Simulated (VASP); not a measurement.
Write the native input for VASP 6.6.1 that does the following.

| Property | Result |
| --- | --- |
| Task | single point |
| Functional | PBE |
| Potentials or basis | VASP PAW PBE potentials, release 64 (Te, Pb_d) |
| Cutoff | 520 eV |
| k mesh | 4 × 4 × 4 |
| Occupations | gaussian, width 0.01 eV |
| Spin | no spin polarisation |
| Dipole correction | no |
| Further INCAR settings | ALGO = Normal; EDIFF = 1e-06; NBANDS = 17 |

The structure of TePb lies in POSCAR:

```
TePb
1.0
    0.0000000000      3.2310000000      3.2310000000
    3.2310000000      0.0000000000      3.2310000000
    3.2310000000      3.2310000000      0.0000000000
Te Pb
1 1
Direct
    0.5000000000      0.5000000000      0.5000000000
    0.0000000000      0.0000000000      0.0000000000
```

The input as run:

INCAR

```
SYSTEM = TePb
PREC = Accurate
ENCUT = 520
EDIFF = 1E-6
ISMEAR = 0
SIGMA = 0.01
LREAL = .False.
LASPH = .True.
NELM = 80
ALGO = Normal
ISIF = 2
LWAVE = .False.
LCHARG = .True.
GGA = PE
LELF = .True.
LVHAR = .True.
NBANDS = 17
```

KPOINTS

```
regular mesh
0
Gamma
  4 4 4
  0 0 0
```

Potentials or basis: VASP PAW PBE potentials, release 64 (Te, Pb_d).

Launch:

```sh
$ cat potpaw_PBE.64/Te/POTCAR potpaw_PBE.64/Pb_d/POTCAR > POTCAR
$ mpirun -np 1 vasp_std > vasp.out
```

It gave:

| Item | Value |
| --- | --- |
| Pressure | 2.1 GPa |
| Band gap on the k mesh | 0.73 eV, direct |

Caveat: the k points lie up to 0.42 Å⁻¹ apart; spin-orbit coupling is left out, which moves the levels of the heavy elements.

Wall time 26 s on 1 thread of Intel Xeon 8259CL, on a shared host, peak memory 0.2 GiB.
